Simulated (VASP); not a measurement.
# Co (P6_3/mmc) in VASP: notebook

The runs below take Co through single point, with LDA.

Everything below comes from runs of VASP 6.6.1. Logs are shortened: lines on timing, memory, paths and dates and some standing lists are left out, and cuts for length are marked.

## 1. The cell of the first run

It takes space group P6_3/mmc (No. 194, hexagonal). The conventional cell has a = 2.557 Å, b = 2.557 Å, c = 4.124 Å, α = 90.00°, β = 90.00°, γ = 120.00°. Within 3.3 Å of Co (site symmetry -6m2) lie 12 Co at 2.54 to 2.56 Å.

## 2. Single point, LDA, collinear spin, ferromagnetic start (11.68 Å³/atom)

INCAR

```
SYSTEM = Co
PREC = Accurate
ENCUT = 520
EDIFF = 1E-6
ISMEAR = 0
SIGMA = 0.15
LREAL = .False.
LASPH = .True.
NELM = 150
ALGO = Fast
ISIF = 2
LWAVE = .False.
LCHARG = .False.
ISPIN = 2
MAGMOM = 0.275 0.275
LORBIT = 11
NUPDOWN = 0.55
LMAXMIX = 4
GGA = CA
NBANDS = 20
```

KPOINTS

```
regular mesh
0
Gamma
  24 24 12
  0 0 0
```

POSCAR

```
Co
1.0
    2.5568267613      0.0000000000      0.0000000000
   -1.2784133806      2.2142769284      0.0000000000
    0.0000000000      0.0000000000      4.1243322745
Co
2
Direct
    0.6666666667      0.3333333333      0.2500000000
    0.3333333333      0.6666666667      0.7500000000
```

Potentials or basis: VASP PAW LDA potentials, release 64 (Co).

The run is started by

```bash
> cat potpaw_LDA.64/Co/POTCAR > POTCAR
> mpirun -np 1 vasp_std > vasp.out
```

OUTCAR:

```text
SYSTEM = Co
   PREC = Accurate
   ENCUT = 520
   EDIFF = 1E-6
   ISMEAR = 0
   LREAL = .False.
   LASPH = .True.
   NELM = 150
   ISIF = 2
   ISPIN = 2
   LORBIT = 11
   NUPDOWN = 0.55
   GGA = CA

 ion  position               nearest neighbor table
   1  0.667  0.333  0.250-   2 2.54   2 2.54   2 2.54   2 2.54   2 2.54   2 2.54
   2  0.333  0.667  0.750-   1 2.54   1 2.54   1 2.54   1 2.54   1 2.54   1 2.54

  LATTYP: Found a hexagonal cell.
 ALAT       =     2.5568267613
 C/A-ratio  =     1.6130667658

  Lattice vectors:

 A1 = (   2.5568267613,   0.0000000000,   0.0000000000)
 A2 = (  -1.2784133806,   2.2142769284,   0.0000000000)
 A3 = (   0.0000000000,   0.0000000000,   4.1243322745)

Analysis of symmetry for initial positions (statically):
=====================================================================
 Subroutine PRICEL returns:
 Original cell was already a primitive cell.

 Routine SETGRP: Setting up the symmetry group for a
 hexagonal supercell.

 Subroutine GETGRP returns: Found 24 space group operations
 (whereof 12 operations were pure point group operations)
 out of a pool of 24 trial point group operations.

The static configuration has the point symmetry D_3d.
 The point group associated with its full space group is D_6h.

Analysis of symmetry for dynamics (positions and initial velocities):
=====================================================================
 Subroutine PRICEL returns:
 Original cell was already a primitive cell.

 Routine SETGRP: Setting up the symmetry group for a
 hexagonal supercell.

 Subroutine GETGRP returns: Found 24 space group operations
 (whereof 12 operations were pure point group operations)
 out of a pool of 24 trial point group operations.

The dynamic configuration has the point symmetry D_3d.
 The point group associated with its full space group is D_6h.

Analysis of structural, dynamic, and magnetic symmetry:
=====================================================================
 Subroutine PRICEL returns:
 Original cell was already a primitive cell.

 Routine SETGRP: Setting up the symmetry group for a
 hexagonal supercell.

 Subroutine GETGRP returns: Found 24 space group operations
 (whereof 12 operations were pure point group operations)
 out of a pool of 24 trial point group operations.

The overall configuration has the point symmetry D_3d.
 The point group associated with its full space group is D_6h.

 Subroutine INISYM returns: Found 24 space group operations
 (whereof 12 operations are pure point group operations),
 and found     1 'primitive' translations

----------------------------------------------------------------------------------------
[... 118 lines left out ...]
   GGA     = CA    functional components
   LHFCALC =     F    Hartree Fock is set to
   AEXX    =    0.0000 exact exchange contribution
   IVDW    =     0    specifies the selected vdW correction
   LEPSILON=     F    determine dielectric tensor
   LRPA    =     F    only Hartree local field effects (RPA)
 spin polarized calculation
 RMM-DIIS sequential band-by-band and
 Gauss-broadening in eV      SIGMA  =   0.15
  energy-cutoff  :      520.00
  volume of cell :       23.35
 maximum number of plane-waves:       651
 NGX is ok and might be reduce to    20
   NGX =  9   NGY =  9   NGZ = 15

 number of electron      18.0000012 magnetization       0.5500001

 Free energy of the ion-electron system (eV)
  ---------------------------------------------------
  ext. energy  EPLUGINS =         0.00000000
  ---------------------------------------------------
  free energy    TOTEN  =       -15.52216912 eV

  energy without entropy =      -15.44556308  energy(sigma->0) =      -15.48386610

 E-fermi :   8.8535     XC(G=0): -13.3258

 val. band max:        8.8532021383   @ k =   0.0833  -0.0000   0.4167
 cond. band min:       8.7306411361   @ k =   0.3333   0.2917   0.0000
 fundamental gap:     -0.1225610022
 Fermi energy:         8.7302303350

 spin component 1

 k-point     1 :       0.0000    0.0000    0.0000
  band No.  band energies     occupation
      1       0.4788      1.00000
      2       4.5142      1.00000
      3       7.0513      1.00000
      4       7.0903      1.00000
      5       7.0903      1.00000
      6       7.3876      1.00000
[... 541 lines left out ...]
     19      30.2916      0.00000
     20      32.1337      0.00000

 [... further k-points ...]

 spin component 2

 k-point     1 :       0.0000    0.0000    0.0000
  band No.  band energies     occupation
      1       0.4976      1.00000
      2       4.6736      1.00000
      3       7.3105      1.00000
      4       7.3402      1.00000
      5       7.3402      1.00000
      6       7.6452      1.00000
[... 541 lines left out ...]
     19      30.3713      0.00000
     20      32.1854      0.00000

 [... further k-points ...]

------------------------ aborting loop because EDIFF is reached ----------------------------------------

  FORCE on cell =-STRESS in cart. coord.  units (eV):
  Direction    XX          YY          ZZ          XY          YZ          ZX
  --------------------------------------------------------------------------------------
  -------------------------------------------------------------------------------------
  Total       -5.4052325     -5.4052325     -5.5649546     -0.0000000      0.0000000     -0.0000000
  in kB     -370.8839790   -370.8839790   -381.8434276     -0.0000000      0.0000000     -0.0000000
  external PRESSURE =    -374.5371285 kB  Pullay stress =       0.0000000 kB

 VOLUME and BASIS-vectors are now :
 -----------------------------------------------------------------------------
  energy-cutoff  :      520.00
  volume of cell :       23.35
      direct lattice vectors                 reciprocal lattice vectors
     2.556826761  0.000000000  0.000000000     0.391109799  0.225807348  0.000000000
    -1.278413381  2.214276928  0.000000000     0.000000000  0.451614695  0.000000000
     0.000000000  0.000000000  4.124332275     0.000000000  0.000000000  0.242463491

 POSITION                                       TOTAL-FORCE (eV/Angst)
 -----------------------------------------------------------------------------------
      1.27841      0.73809      1.03108        -0.000000      0.000000      0.000000
     -0.00000      1.47618      3.09325         0.000000     -0.000000      0.000000
 -----------------------------------------------------------------------------------
    total drift:                               -0.000000      0.000000     -0.000000

  FREE ENERGIE OF THE ION-ELECTRON SYSTEM (eV)
  ---------------------------------------------------
  free  energy   TOTEN  =       -15.5221691154 eV

  energy  without entropy=      -15.4455630775  energy(sigma->0) =      -15.48386610

 total charge

# of ion       s       p       d       tot
------------------------------------------
    1        0.452   0.449   7.250   8.151
    2        0.452   0.449   7.250   8.151
--------------------------------------------------
tot          0.905   0.898  14.500  16.302

 magnetization (x)

# of ion       s       p       d       tot
------------------------------------------
    1       -0.003  -0.009   0.293   0.280
    2       -0.003  -0.009   0.293   0.280
--------------------------------------------------
tot         -0.007  -0.019   0.585   0.560
```

stdout:

```text
POSCAR found type information on POSCAR Co
 POSCAR found :  1 types and       2 ions
 scaLAPACK will be used
 LDA part: xc-table for (Slater(with rela. corr.)+CA(PZ))
 , standard interpolation
 POSCAR, INCAR and KPOINTS ok, starting setup
 FFT: planning ... GRIDC
 FFT: planning ... GRID_SOFT
 FFT: planning ... GRID
 WAVECAR not read
 entering main loop
WARNING in EDDRMM: call to ZHEGV failed, returncode =   8  4     18
```

It took 2.6 min on 1 thread of Intel Xeon 6975P-C (Granite Rapids), shared host; peak memory 0.35 GiB.

Results:

```
Free energy                                           : -15.5222 eV
Pressure                                              : -37.5 GPa
Net moment                                            : 0.55 μB per cell
Site moments                                          : Co +0.28 μB
Valence electrons inside the program's atomic spheres : Co 8.15
```

Caveat: the cell stands under tension; the total moment is fixed, so each spin has its own Fermi level.

## 3. Single point, LDA, collinear spin, ferromagnetic start (11.68 Å³/atom)

INCAR

```
PREC = Accurate
ENCUT = 520
EDIFF = 1E-6
ISMEAR = 0
SIGMA = 0.15
LREAL = F
LASPH = T
NELM = 150
ALGO = Normal
ISIF = 2
LWAVE = F
LCHARG = F
ISPIN = 2
MAGMOM = 0.825 0.825
LORBIT = 11
NUPDOWN = 1.65
LMAXMIX = 4
GGA = CA
NBANDS = 20
```

KPOINTS

```
regular mesh
0
Gamma
  24 24 12
```

POSCAR is that of step 2.

Potentials or basis: VASP PAW LDA potentials, release 64 (Co).

The run is started by

```bash
> cat potpaw_LDA.64/Co/POTCAR > POTCAR
> mpirun -np 1 vasp_std > vasp.out
```

OUTCAR:

```text
PREC = Accurate
   ENCUT = 520
   EDIFF = 1E-6
   ISMEAR = 0
   LREAL = F
   LASPH = T
   NELM = 150
   ISIF = 2
   ISPIN = 2
   LORBIT = 11
   NUPDOWN = 1.65
   GGA = CA

 ion  position               nearest neighbor table
   1  0.667  0.333  0.250-   2 2.54   2 2.54   2 2.54   2 2.54   2 2.54   2 2.54
   2  0.333  0.667  0.750-   1 2.54   1 2.54   1 2.54   1 2.54   1 2.54   1 2.54

  LATTYP: Found a hexagonal cell.
 ALAT       =     2.5568267613
 C/A-ratio  =     1.6130667658

  Lattice vectors:
[... 1323 lines left out ...]
  in kB     -356.0689036   -356.0689036   -371.1200466     -0.0000000     -0.0000000      0.0000000
  external PRESSURE =    -361.0859512 kB  Pullay stress =       0.0000000 kB

 VOLUME and BASIS-vectors are now :
 -----------------------------------------------------------------------------
  energy-cutoff  :      520.00
  volume of cell :       23.35
      direct lattice vectors                 reciprocal lattice vectors
     2.556826761  0.000000000  0.000000000     0.391109799  0.225807348  0.000000000
    -1.278413381  2.214276928  0.000000000     0.000000000  0.451614695  0.000000000
     0.000000000  0.000000000  4.124332275     0.000000000  0.000000000  0.242463491

 POSITION                                       TOTAL-FORCE (eV/Angst)
 -----------------------------------------------------------------------------------
      1.27841      0.73809      1.03108         0.000000     -0.000000      0.000000
     -0.00000      1.47618      3.09325        -0.000000      0.000000      0.000000
 -----------------------------------------------------------------------------------
    total drift:                               -0.000000      0.000000     -0.000000

  FREE ENERGIE OF THE ION-ELECTRON SYSTEM (eV)
  ---------------------------------------------------
  free  energy   TOTEN  =       -15.6477505395 eV

  energy  without entropy=      -15.5792105592  energy(sigma->0) =      -15.61348055

 total charge

# of ion       s       p       d       tot
------------------------------------------
    1        0.453   0.450   7.249   8.151
    2        0.453   0.450   7.249   8.151
--------------------------------------------------
tot          0.906   0.900  14.497  16.303

 magnetization (x)

# of ion       s       p       d       tot
------------------------------------------
    1       -0.010  -0.027   0.876   0.839
    2       -0.010  -0.027   0.876   0.839
--------------------------------------------------
tot         -0.020  -0.054   1.751   1.677
```

OSZICAR:

```text
N       E                     dE             d eps       ncg     rms          rms(c)
DAV:   1     0.837985392540E+02    0.83799E+02   -0.77175E+03 35780   0.117E+03
DAV:   2    -0.137854087244E+02   -0.97584E+02   -0.88357E+02 34636   0.215E+02
DAV:   3    -0.182916323667E+02   -0.45062E+01   -0.42799E+01 38844   0.561E+01
DAV:   4    -0.183623984818E+02   -0.70766E-01   -0.70691E-01 41860   0.622E+00
DAV:   5    -0.183644715389E+02   -0.20731E-02   -0.20729E-02 39804   0.101E+00    0.141E+01
DAV:   6    -0.164449845409E+02    0.19195E+01   -0.96067E+00 38340   0.649E+01    0.821E+00
DAV:   7    -0.156842793870E+02    0.76071E+00   -0.20232E+00 38372   0.262E+01    0.230E+00
DAV:   8    -0.156595537254E+02    0.24726E-01   -0.15262E-02 51328   0.116E+00    0.104E+00
DAV:   9    -0.156508087182E+02    0.87450E-02   -0.93450E-04 56976   0.420E-01    0.329E-01
DAV:  10    -0.156477952825E+02    0.30134E-02   -0.33092E-04 50952   0.225E-01    0.718E-02
DAV:  11    -0.156477511279E+02    0.44155E-04   -0.36676E-05 45152   0.521E-02    0.397E-02
DAV:  12    -0.156477505395E+02    0.58838E-06   -0.21414E-06 36900   0.129E-02
   1 F= -.15647751E+02 E0= -.15613481E+02  d E =-.685400E-01  mag=     1.6500
```

Run time: 2.1 min. Hardware: 1 thread of Intel Xeon 6975P-C (Granite Rapids), shared host; peak memory 0.35 GiB.

Results:

```yaml
Free_energy: -15.6478 eV
Pressure: -36.1 GPa
Net_moment: 1.65 μB per cell
Site_moments: Co +0.84 μB
Valence_electrons_inside_the_program's_atomic_spheres: Co 8.15
```

Caveat: the cell stands under tension; the total moment is fixed, so each spin has its own Fermi level.

## 4. Single point, LDA, collinear spin, ferromagnetic start (10.84 Å³/atom)

This run uses another cell than the first one, of 10.84 Å³/atom.

INCAR

```
PREC = Accurate
ENCUT = 520
EDIFF = 1E-6
ISMEAR = 0
SIGMA = 0.15
LREAL = False
LASPH = True
NELM = 150
ALGO = Fast
ISIF = 2
LWAVE = False
LCHARG = True
ISPIN = 2
MAGMOM = 1.375 1.375
LORBIT = 11
NUPDOWN = 2.75
LMAXMIX = 4
GGA = CA
LELF = True
LVHAR = True
NBANDS = 20
```

KPOINTS is that of step 3.

POSCAR

```
Co
1.0
    2.4944345983      0.0000000000      0.0000000000
   -1.2472172991      2.1602437303      0.0000000000
    0.0000000000      0.0000000000      4.0236895499
Co
2
Direct
    0.6666666667      0.3333333333      0.2500000000
    0.3333333333      0.6666666667      0.7500000000
```

The run is started by

```bash
> cat potpaw_LDA.64/Co/POTCAR > POTCAR
> mpirun -np 1 vasp_std > vasp.out
```

Wall time 2.8 min (1 thread of Intel Xeon 6975P-C (Granite Rapids), shared host); peak memory 0.33 GiB.

The run converged. Its results:

```yaml
Free_energy: -16.1229 eV
Pressure: -20.8 GPa
Net_moment: 2.75 μB per cell
Site_moments: Co +1.38 μB
Valence_electrons_inside_the_program's_atomic_spheres: Co 8.29
```

Stress tensor (GPa, compression positive):
```
-20.51   0.00   0.00
  0.00 -20.51   0.00
  0.00   0.00 -21.51
```

Caveat: the cell stands under tension; the total moment is fixed, so each spin has its own Fermi level.

## 5. Summary

| fixed moment (μB) | cell | pressure (GPa) | moment (μB) |
| --- | --- | --- | --- |
| 0.55 | a = 2.557, b = 2.557, c = 4.124 Å, angles 90.0, 90.0, 120.0°, 2 atoms | -37.5 | 0.55 |
| 1.65 | a = 2.557, b = 2.557, c = 4.124 Å, angles 90.0, 90.0, 120.0°, 2 atoms | -36.1 | 1.65 |
| 2.75 | a = 2.494, b = 2.494, c = 4.024 Å, angles 90.0, 90.0, 120.0°, 2 atoms | -20.8 | 2.75 |

Alike in all rows: task single point; level LDA; potentials or basis VASP PAW LDA potentials, release 64 (Co); spin collinear, ferromagnetic start; k mesh 24 × 24 × 12; cutoff (eV) 520; smearing gaussian 0.15 eV.

Caveats: the cell stands under tension; the total moment is fixed, so each spin has its own Fermi level.

Absolute energies hang on the potentials; compare differences alone.
